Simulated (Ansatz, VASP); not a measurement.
**Zn2C in VASP and in Ansatz**

Contents of POSCAR:

```
Zn2C
1.0
    0.0000000000      2.5779490376      2.5779490376
    2.5779490376      0.0000000000      2.5779490376
    2.5779490376      2.5779490376      0.0000000000
C Zn
1 2
Direct
    0.0000000000      0.0000000000      0.0000000000
    0.2500000000      0.2500000000      0.2500000000
    0.7500000000      0.7500000000      0.7500000000
```

File INCAR.step1:

```
SYSTEM = Zn2C
ALGO = Normal ; EDIFF = 1E-5
ENCUT = 520 ; GGA = PE
ISIF = 2 ; ISMEAR = -1
LASPH = .True. ; LCHARG = .False.
LREAL = .False. ; LWAVE = .True.
NBANDS = 21 ; NELM = 100
PREC = Accurate ; SIGMA = 0.02
```

INCAR.step2

```
SYSTEM = Zn2C
AEXX = 0.5 ; ALGO = Normal
EDIFF = 1E-6 ; ENCUT = 520
GGA = PE ; HFSCREEN = 0.2078
ISIF = 2 ; ISMEAR = -1
ISTART = 1 ; LASPH = .True.
LCHARG = .False. ; LHFCALC = .True.
LREAL = .False. ; LWAVE = .False.
NBANDS = 21 ; NELM = 100
PREC = Accurate ; PRECFOCK = Normal
SIGMA = 0.02
```

Contents of KPOINTS:

```
k-points
0
Gamma
  4 4 4
  0 0 0
```

Input for Ansatz:

```yaml
crystal:
  lattice:
    - [0.0, 2.5779490376, 2.5779490376]
    - [2.5779490376, 0.0, 2.5779490376]
    - [2.5779490376, 2.5779490376, 0.0]
  atoms:
    - { symbol: C, position: [0.0, 0.0, 0.0] }
    - { symbol: Zn, position: [0.25, 0.25, 0.25] }
    - { symbol: Zn, position: [0.75, 0.75, 0.75] }
kpoints:
  mp_grid: { grid: [4, 4, 4] }
hamiltonian:
  xc:
    exchange: pbe
    correlation: pbe
    exx: { coeff: 0.5, omega: 0.2078 }
scf:
  occupations: { method: fermi_dirac, width: 0.02 }
  n_extra_bands: 4
output:
  forces: true
  stress: true
  eigenvalues: true
```

Alike in both runs: task single point; functional PBE-based screened hybrid; k mesh 4 × 4 × 4; occupations fermi-dirac, width 0.02 eV; no spin polarisation.

|  | VASP | Ansatz |
| --- | --- | --- |
| version | VASP 6.6.1 | Ansatz 0.2.0 |
| potentials or method | VASP PAW PBE potentials, release 64 (C, Zn) | plane waves |
| plane-wave cutoff (eV) | 520 | 420 |
| valence electrons in the cell | 28 | 28 |

VASP gave:

| Property | Result |
| --- | --- |
| gap on the k mesh at the Fermi level (eV) | 1.84 |
| pressure (GPa) | -0.4 |

What did Ansatz give for the same quantities?

gap on the k mesh at the Fermi level (eV): 1.85; pressure (GPa): -0.7.

VASP's potentials were made for PBE, not for PBE-based screened hybrid. With one functional, cell and mesh, what is left measures potentials, basis and numerics. Ansatz's warnings: stress exchange threshold loose, stress scf threshold loose.

The k mesh is coarse, so the values compare programs but aren't converged.
